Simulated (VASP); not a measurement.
# BN: single point with PBE+D3(BJ)

Slab: BN, a slab with vacuum.

```
N B
1.0
     2.50539    0.00000    0.00000
    -1.25270    3.37591    0.00000
     0.00000    0.00000   18.94454
N B
3 3
Cartesian
  0.0000 0.3041 7.0000
  1.2527 0.7690 9.1194
  0.0000 1.1702 11.2828
  1.2527 0.4619 7.7058
  0.0000 0.9095 9.7873
  1.2527 1.2656 11.9409
```

| Quantity | Value |
| --- | --- |
| Program | VASP 6.6.1 |
| Task | single point |
| Functional | PBE |
| Dispersion | D3(BJ) |
| Potentials or basis | VASP PAW PBE potentials, release 64 (N, B) |
| Cutoff | 520 eV |
| k mesh | 11 × 8 × 1 |
| Occupations | gaussian, width 0.05 eV |
| Spin | no spin polarisation |

```
Largest force              : 3.971 eV/Å
Band gap on the k mesh     : zero (band 12 reaches -2.99 eV, above the bottom of band 13 at -3.41 eV)
Dispersion energy per atom : -0.111 eV
```

Forces in eV/Å, atoms in the order of the input:
```
N    0.000  0.228  1.749
N    0.000  0.429  2.134
N    0.000  0.008  0.016
B    0.000 -0.666 -3.914
B    0.000 -0.002 -0.001
B    0.000  0.003  0.017
```

Levels at points of the mesh, in eV from the Fermi level:
```tsv
k point	band 9	band 10	band 11	band 12	band 13	band 14	band 15	band 16
(0.00, 0.00, 0.00)	-4.21	-2.05	-1.56	-0.87	0.00	4.22	4.69	4.92
(0.00, 0.50, 0.00)	-4.95	-2.87	-2.09	-0.25	0.55	2.79	5.70	7.73
```

It took 3.2 min on 1 thread of Intel(R) Xeon(R) 6975P-C (Granite Rapids), with other jobs on the host, peak memory 0.34 GiB.
